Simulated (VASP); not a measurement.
# Cd2Se3S (P-4m2) in VASP: a series of runs, part 2 of 2

VASP 6.6.1.

## 3. Relaxation of cell and atoms, PBE

This run uses another cell than the first one, of 25.55 Å³/atom.

INCAR

```
PREC     = Accurate       # precision mode
ENCUT    = 600            # plane-wave cutoff, eV
EDIFF    = 1E-6           # SCF threshold, eV
ISMEAR   = 0              # smearing method
SIGMA    = 0.1            # smearing width, eV
LREAL    = False          # projectors in reciprocal space
LASPH    = True           # aspherical terms in the spheres
NELM     = 100            # most SCF steps
ALGO     = Normal         # electronic algorithm
ISIF     = 3              # what is computed and relaxed
LWAVE    = False          # write WAVECAR
LCHARG   = False          # write CHGCAR
GGA      = PE             # functional
IBRION   = 2              # ionic algorithm
NSW      = 90             # ionic steps
EDIFFG   = -0.04          # ionic threshold
```

KPOINTS

```
regular mesh
0
Gamma
  4 4 2
```

POSCAR

```
Cd2Se3S
1.0
    4.1128895200      0.0000000000      0.0000000000
    0.0000000000      4.1128895200      0.0000000000
    0.0000000000      0.0000000000      9.0607799200
Cd Se S
2 3 1
Direct
    0.0000000000      0.5000000000      0.7376120100
    0.5000000000      0.0000000000      0.2623879900
    0.5000000000      0.5000000000      0.0000000000
    0.0000000000      0.5000000000      0.3786259900
    0.5000000000      0.0000000000      0.6213740100
    0.0000000000      0.0000000000      0.0000000000
```

Potentials or basis: VASP PAW PBE potentials, release 64 (Cd, Se, S).

Launch:

```sh
$ cat potpaw_PBE.64/Cd/POTCAR potpaw_PBE.64/Se/POTCAR potpaw_PBE.64/S/POTCAR > POTCAR
$ mpirun -np 1 vasp_std > vasp.out
```

OUTCAR:

```text
PREC = Accurate
   ENCUT = 600
   EDIFF = 1E-6
   ISMEAR = 0
   LREAL = False
   LASPH = True
   NELM = 100
   ISIF = 3
   GGA = PE
   IBRION = 2
   NSW = 90
   EDIFFG = -0.04

 ion  position               nearest neighbor table
   1  0.000  0.500  0.738-   5 3.09   5 3.09   5 3.09   5 3.09   6 3.14   3 3.14   6 3.14   3 3.14
                             4 3.25
   2  0.500  0.000  0.262-   4 3.09   4 3.09   4 3.09   4 3.09   3 3.14   6 3.14   6 3.14   3 3.14
                             5 3.25
   3  0.500  0.500  0.000-   1 3.14   2 3.14   2 3.14   1 3.14
   4  0.000  0.500  0.379-   2 3.09   2 3.09   2 3.09   2 3.09   1 3.25
   5  0.500  0.000  0.621-   1 3.09   1 3.09   1 3.09   1 3.09   2 3.25
   6  0.000  0.000  0.000-   1 3.14   2 3.14   1 3.14   2 3.14

  LATTYP: Found a simple tetragonal cell.
 ALAT       =     4.1128895200
 C/A-ratio  =     2.2030204983

  Lattice vectors:

[... 307 lines left out ...]
      6      -4.8376      2.00000
[... 361 lines left out ...]
     27       8.2295      0.00000
     28       8.2295      0.00000

[... ionic steps 4 to 10 ...]

--------------------------------------- Ionic step       11  -------------------------------------------

 number of electron      48.0000007 magnetization

------------------------ aborting loop because EDIFF is reached ----------------------------------------
[... 75 lines left out ...]
--------------------------------------- Ionic step       13  -------------------------------------------

 number of electron      47.9999998 magnetization

 Free energy of the ion-electron system (eV)
  ---------------------------------------------------
  ext. energy  EPLUGINS =         0.00000000
  ---------------------------------------------------
  free energy    TOTEN  =       -16.27840789 eV

  energy without entropy =      -16.24989363  energy(sigma->0) =      -16.26415076

 E-fermi :   2.3824     XC(G=0):  -9.6067

 val. band max:        2.3070864512   @ k =   0.2500   0.0000   0.5000
 cond. band min:       2.4033907547   @ k =   0.2500   0.2500   0.0000
 fundamental gap:      0.0963043035
 Fermi energy:         2.3823916543

 k-point     1 :       0.0000    0.0000    0.0000
  band No.  band energies     occupation
      1     -12.6628      2.00000
      2     -10.5027      2.00000
      3     -10.2203      2.00000
      4      -6.8314      2.00000
      5      -5.8941      2.00000
      6      -5.8813      2.00000
[... 394 lines left out ...]
  FREE ENERGIE OF THE ION-ELECTRON SYSTEM (eV)
  ---------------------------------------------------
  free  energy   TOTEN  =       -16.2784078946 eV

  energy  without entropy=      -16.2498936334  energy(sigma->0) =      -16.26415076

 reached required accuracy - stopping structural energy minimisation
```

It took 4.5 min on 1 thread of Intel Xeon 6975P-C (Granite Rapids), shared host; peak memory 0.34 GiB.

What came out:

- Free energy: -16.2784 eV
- Relaxed volume: 24.40 Å³/atom
- Relaxed cell: a = 3.710 Å, b = 3.710 Å, c = 10.638 Å, α = 90.00°, β = 90.00°, γ = 90.00°
- Space group after relaxing (to 0.1 Å): P-4m2 (No. 115)
- Energy gained by relaxing: 222.5 meV/atom
- Ionic steps: 13
- Pressure after relaxing: -0.1 GPa
- Largest force after relaxing: 0.035 eV/Å
- Band gap on the k mesh: zero (bands 24 and 25 overlap by 0.78 eV)

Forces on the atoms (eV/Å):
```
Cd   0.000  0.000 -0.017
Cd   0.000  0.000  0.017
Se   0.000  0.000  0.000
Se   0.000  0.000 -0.035
Se   0.000  0.000  0.035
S    0.000  0.000  0.000
```

The path:
| step | energy change (eV) | largest force (eV/Å) | pressure (GPa) | volume (Å³) |
| --- | --- | --- | --- | --- |
| 1 | 0.0000 | 0.8223 | -6.12 | 153.27 |
| 2 | -0.7745 | 0.7723 | 0.36 | 132.49 |
| 3 | -0.7993 | 0.7210 | 2.24 | 129.07 |
| 4 | -1.0593 | 0.3904 | 2.74 | 129.65 |
| 5 | -1.1288 | 0.3598 | 3.99 | 129.89 |
| 6 | -1.2469 | 0.4302 | -1.47 | 142.98 |
| 7 | -1.2541 | 0.4124 | -0.55 | 140.20 |
| 8 | -1.2853 | 0.3277 | -0.30 | 140.99 |
| 9 | -1.3202 | 0.1562 | 0.43 | 142.59 |
| 10 | -1.3218 | 0.1134 | 0.69 | 143.02 |
| 11 | -1.3302 | 0.0884 | -0.62 | 147.91 |
| 12 | -1.3315 | 0.0921 | -0.29 | 146.52 |
| 13 | -1.3347 | 0.0346 | -0.08 | 146.39 |

Final structure:
```yaml
crystal:
  lattice:
    - [3.70969, 0.00000, 0.00000]
    - [0.00000, 3.70969, 0.00000]
    - [0.00000, 0.00000, 10.63755]
  atoms:
    - { symbol: Cd, position: [0.00000, 0.50000, 0.71459] }
    - { symbol: Cd, position: [0.50000, 0.00000, 0.28541] }
    - { symbol: Se, position: [0.50000, 0.50000, 0.00000] }
    - { symbol: Se, position: [0.00000, 0.50000, 0.35797] }
    - { symbol: Se, position: [0.50000, 0.00000, 0.64203] }
    - { symbol: S, position: [0.00000, 0.00000, 0.00000] }
```

Levels at points of the mesh, in eV from the Fermi level:
```tsv
k point	band 21	band 22	band 23	band 24	band 25	band 26	band 27	band 28
(0.00, 0.00, 0.00)	-0.98	-0.68	-0.68	0.65	0.85	2.09	3.42	3.42
(0.50, 0.00, 0.00)	-1.35	-1.34	-1.02	-0.76	0.52	0.52	2.97	3.11
(0.50, 0.50, 0.00)	-1.34	-1.01	-0.89	-0.89	0.22	0.22	4.15	4.15
(0.00, 0.00, 0.50)	-1.00	-0.67	-0.67	0.80	1.18	2.08	3.42	3.69
(0.50, 0.00, 0.50)	-1.18	-1.00	-0.78	-0.78	0.52	0.52	2.65	2.68
(0.50, 0.50, 0.50)	-1.40	-1.08	-0.80	-0.80	0.04	0.04	4.57	4.57
```

Caveat: the k points lie up to 0.42 Å⁻¹ apart in the final cell, too coarse for converged energies and pressures of a metal; semilocal functionals underestimate gaps, so a narrow gap can read as zero; a cell axis changed by over 15 % at a fixed basis, so the end point is rough.

## 4. Relaxation of cell and atoms, PBE

This run uses another cell than the first one, of 23.98 Å³/atom.

INCAR: that of step 3 with these lines changed.

```diff
@@ -7,3 +7,3 @@
 LASPH    = True           # aspherical terms in the spheres
-NELM     = 100            # most SCF steps
+NELM     = 60             # most SCF steps
 ALGO     = Normal         # electronic algorithm
```

KPOINTS

```
regular mesh
0
Gamma
  6 6 2
```

POSCAR

```
Cd2Se3S
1.0
    3.7131861306      0.0000000000      0.0000000000
    0.0000000000      3.7131861306      0.0000000000
    0.0000000000      0.0000000000     10.4349800516
Cd Se S
2 3 1
Direct
    0.0000000000      0.5000000000      0.7082933542
    0.5000000000      0.0000000000      0.2917066458
    0.5000000000      0.5000000000      0.0000000000
    0.0000000000      0.5000000000      0.3584395839
    0.5000000000      0.0000000000      0.6415604161
    0.0000000000      0.0000000000      0.0000000000
```

Launch:

```sh
$ cat potpaw_PBE.64/Cd/POTCAR potpaw_PBE.64/Se/POTCAR potpaw_PBE.64/S/POTCAR > POTCAR
$ mpirun -np 1 vasp_std > vasp.out
```

It took 17 min on 1 thread of Intel Xeon 6975P-C (Granite Rapids), shared host; peak memory 0.33 GiB.

The run converged. Its results:

```yaml
Free_energy: -16.6403 eV
Relaxed_volume: 27.21 Å³/atom
Relaxed_cell: a = 3.796 Å, b = 3.796 Å, c = 11.328 Å, α = 90.00°, β = 90.00°, γ = 90.00°
Space_group_after_relaxing_to_0.1_Å: P-4m2 (No. 115)
Energy_gained_by_relaxing: 71.5 meV/atom
Ionic_steps: 38
Pressure_after_relaxing: 0.0 GPa
Largest_force_after_relaxing: 0.038 eV/Å
Band_gap_on_the_k_mesh: zero (bands 24 and 25 overlap by 0.78 eV)
```

Forces on the atoms (eV/Å):
```
Cd   0.000  0.000 -0.038
Cd   0.000  0.000  0.038
Se   0.000  0.000  0.000
Se   0.000  0.000 -0.010
Se   0.000  0.000  0.010
S    0.000  0.000  0.000
```

Step by step:
```tsv
step	energy change (eV)	largest force (eV/Å)	pressure (GPa)	volume (Å³)
1	0.0000	0.0403	0.99	143.87
2	-0.0055	0.1066	-0.38	146.99
3	-0.0070	0.0868	0.04	145.99
4	-0.0084	0.0817	0.03	146.34
5	-0.0116	0.0703	0.01	147.38
6	-0.0138	0.0494	0.00	149.45
7	-0.0153	0.0552	-0.17	150.02
8	-0.0159	0.0610	-0.32	150.53
9	-0.0165	0.0586	-0.28	150.44
10	-0.0182	0.0493	-0.13	150.19
11	-0.0200	0.0567	0.15	149.69
12	-0.0202	0.0722	0.28	149.46
13	-0.0208	0.0775	0.26	149.49
14	-0.0227	0.0924	0.22	149.58
15	-0.0265	0.1187	0.12	149.76
16	-0.0373	0.1605	-0.13	150.11
17	-0.0834	0.2693	-0.76	150.74
18	-0.2094	0.2657	-1.88	151.78
19	-0.2069	0.1799	-1.90	151.90
20	-0.2097	0.2439	-1.89	151.82
21	-0.2057	0.1757	3.77	141.68
22	-0.2768	0.1985	0.62	146.65
23	-0.2990	0.2396	0.41	148.58
24	-0.3282	0.3216	-0.03	154.33
25	-0.3538	0.2909	-0.25	155.95
26	-0.3966	0.1300	-0.74	160.36
27	-0.3995	0.0506	-0.86	162.23
28	-0.4080	0.1020	-0.51	162.03
29	-0.4136	0.1913	0.09	161.69
30	-0.4190	0.1583	0.14	161.82
31	-0.4270	0.0715	0.28	162.19
32	-0.4272	0.0586	0.31	162.25
33	-0.4284	0.0544	0.02	163.16
34	-0.4284	0.0571	-0.07	163.39
35	-0.4284	0.0565	-0.05	163.32
36	-0.4284	0.0557	-0.03	163.25
37	-0.4287	0.0518	-0.02	163.25
38	-0.4293	0.0384	-0.01	163.25
```

Final structure:
```
Cd Se S
1.0
     3.79631    0.00000    0.00000
     0.00000    3.79631    0.00000
     0.00000    0.00000   11.32770
Cd Se S
2 3 1
Direct
  0.00000 0.50000 0.60047
  0.50000 0.00000 0.39953
  0.50000 0.50000 0.00000
  0.00000 0.50000 0.34903
  0.50000 0.00000 0.65097
  0.00000 0.00000 0.00000
```

Levels at points of the mesh, in eV from the Fermi level:
```tsv
k point	band 22	band 23	band 24	band 25	band 26	band 27
(0.00, 0.00, 0.00)	-1.13	-0.99	0.52	0.71	1.05	3.25
(0.50, 0.00, 0.00)	-1.05	-0.99	-0.69	0.01	0.01	3.26
(0.50, 0.50, 0.00)	-2.24	-1.04	-0.71	0.30	0.30	4.65
(0.00, 0.00, 0.50)	-1.12	-1.12	0.53	0.88	1.08	3.25
(0.50, 0.00, 0.50)	-1.05	-0.99	-0.70	0.01	0.01	3.11
(0.50, 0.50, 0.50)	-2.23	-1.05	-0.73	0.27	0.27	4.65
```

Caveat: semilocal functionals underestimate gaps, so a narrow gap can read as zero.

## 5. Single point, PBE

This run uses another cell than the first one, of 27.69 Å³/atom.

INCAR

```
SYSTEM = Cd2Se3S
PREC     = Accurate       ! precision mode
ENCUT    = 520            ! plane-wave cutoff, eV
EDIFF    = 1E-7           ! SCF threshold, eV
ISMEAR   = 0              ! smearing method
SIGMA    = 0.1            ! smearing width, eV
LREAL    = .FALSE.        ! projectors in reciprocal space
LASPH    = .TRUE.         ! aspherical terms in the spheres
NELM     = 100            ! most SCF steps
ALGO     = Normal         ! electronic algorithm
ISIF     = 2              ! what is computed and relaxed
LWAVE    = .FALSE.        ! write WAVECAR
LCHARG   = .FALSE.        ! write CHGCAR
GGA      = PE             ! functional
NBANDS   = 33             ! bands
```

KPOINTS

```
Automatic mesh
0
G
  10 10 4
  0 0 0
```

POSCAR

```
Cd2Se3S
1.0
    3.7775668050      0.0000000000      0.0000000000
    0.0000000000      3.7775668050      0.0000000000
    0.0000000000      0.0000000000     11.6405567111
Cd Se S
2 3 1
Direct
    0.0000000000      0.5000000000      0.5953310376
    0.5000000000      0.0000000000      0.4046689624
    0.5000000000      0.5000000000      0.0000000000
    0.0000000000      0.5000000000      0.3514887566
    0.5000000000      0.0000000000      0.6485112434
    0.0000000000      0.0000000000      0.0000000000
```

Launch:

```sh
$ cat potpaw_PBE.64/Cd/POTCAR potpaw_PBE.64/Se/POTCAR potpaw_PBE.64/S/POTCAR > POTCAR
$ mpirun -np 1 vasp_std > vasp.out
```

Run time: 2.2 min. Hardware: 1 thread of Intel Xeon 6975P-C (Granite Rapids), shared host; peak memory 0.45 GiB.

The run converged. Its results:

| Item | Value |
| --- | --- |
| Free energy | -16.6877 eV |
| Pressure | 0.2 GPa |
| Largest force | 0.043 eV/Å |
| Band gap on the k mesh | zero (bands 24 and 25 overlap by 1.34 eV) |

Forces on the atoms (eV/Å):
```
Cd   0.000  0.000  0.006
Cd   0.000  0.000 -0.006
Se   0.000  0.000  0.000
Se   0.000  0.000 -0.043
Se   0.000  0.000  0.043
S    0.000  0.000  0.000
```

Stress tensor (GPa, compression positive):
```
0.27 0.00 0.00
0.00 0.27 0.00
0.00 0.00 0.15
```

Levels at points of the mesh, in eV from the Fermi level:
```tsv
k point	band 22	band 23	band 24	band 25	band 26	band 27
(0.00, 0.00, 0.00)	-1.06	-1.02	0.59	0.80	1.04	3.30
(0.50, 0.00, 0.00)	-1.09	-1.02	-0.70	0.05	0.06	3.18
(0.50, 0.50, 0.00)	-2.21	-1.10	-0.75	0.33	0.33	4.72
(0.00, 0.00, 0.50)	-1.06	-1.06	0.59	0.92	1.08	3.30
(0.50, 0.00, 0.50)	-1.09	-1.02	-0.71	0.05	0.06	3.06
(0.50, 0.50, 0.50)	-2.21	-1.11	-0.76	0.31	0.31	4.72
```

## 6. The runs side by side

| task | cell | k mesh | cutoff (eV) | gap on the mesh (eV) | pressure (GPa) | relaxed volume (Å³/atom) | largest force (eV/Å) |
| --- | --- | --- | --- | --- | --- | --- | --- |
| single point | a = 3.783, b = 3.783, c = 11.407 Å, 6 atoms, atomic positions A | 6 × 6 × 2 | 520 | none | 0.4 | - | 0.06 |
| relaxation of cell and atoms | relaxed from a = 4.113, b = 4.113, c = 9.061 Å, 6 atoms, atomic positions B | 4 × 4 × 2 | 600 | none | -0.1 | 24.40 | 0.03 |
| relaxation of cell and atoms | relaxed from a = 3.713, b = 3.713, c = 10.435 Å, 6 atoms, atomic positions C | 6 × 6 × 2 | 600 | none | 0.0 | 27.21 | 0.04 |
| single point | a = 3.778, b = 3.778, c = 11.641 Å, 6 atoms, atomic positions D | 10 × 10 × 4 | 520 | none | 0.2 | - | 0.04 |

Alike in all rows: level PBE; potentials or basis VASP PAW PBE potentials, release 64 (Cd, Se, S); no spin polarisation; smearing gaussian 0.1 eV.

Caveats: some runs use coarse meshes; semilocal functionals underestimate gaps, so a narrow gap can read as zero (at least some runs); a cell axis changed by over 15 % at a fixed basis, so the end point is rough (at least some runs).

Total energies depend on the potentials used, so only differences within one code and one set of settings carry meaning.
